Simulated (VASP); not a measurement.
Si2Ni:

```xyz
3
Lattice="0.0000 2.8272 2.8272 2.8272 0.0000 2.8272 2.8272 2.8272 0.0000" Properties=species:S:1:pos:R:3 pbc="T T T"
Si    1.4136    1.4136    1.4136
Si    4.2409    4.2409    4.2409
Ni    0.0000    0.0000    0.0000
```

Base run:

| Property | Result |
| --- | --- |
| Program | VASP 6.6.1 |
| Functional | LDA |
| Potentials or basis | VASP PAW LDA potentials, release 64 (Si, Ni) |
| Cutoff | 520 eV |
| k mesh | 14 × 14 × 14 |
| Occupations | gaussian, width 0.15 eV |
| Spin | collinear spin, ferromagnetic start |
| Starting moments | [0.0, 0.0, 0.75] μB |
| Fixed moment | 0.75 μB |

Its results: pressure -17.2 GPa; site moments Si +0.09; Ni +0.35 μB.

Problem. The run is repeated on the same cell with these changes: fixed moment from 0.75 μB to 0.5 μB; moments at the start from [0.0, 0.0, 0.75] to [0.0, 0.0, 0.5]. What comes out?

Solution. Pressure -18.2 GPa; site moments Si +0.06; Ni +0.25 μB.

Caveats: the cell stands under tension; the total moment is fixed, so each spin has its own Fermi level and the state may be an excited one.
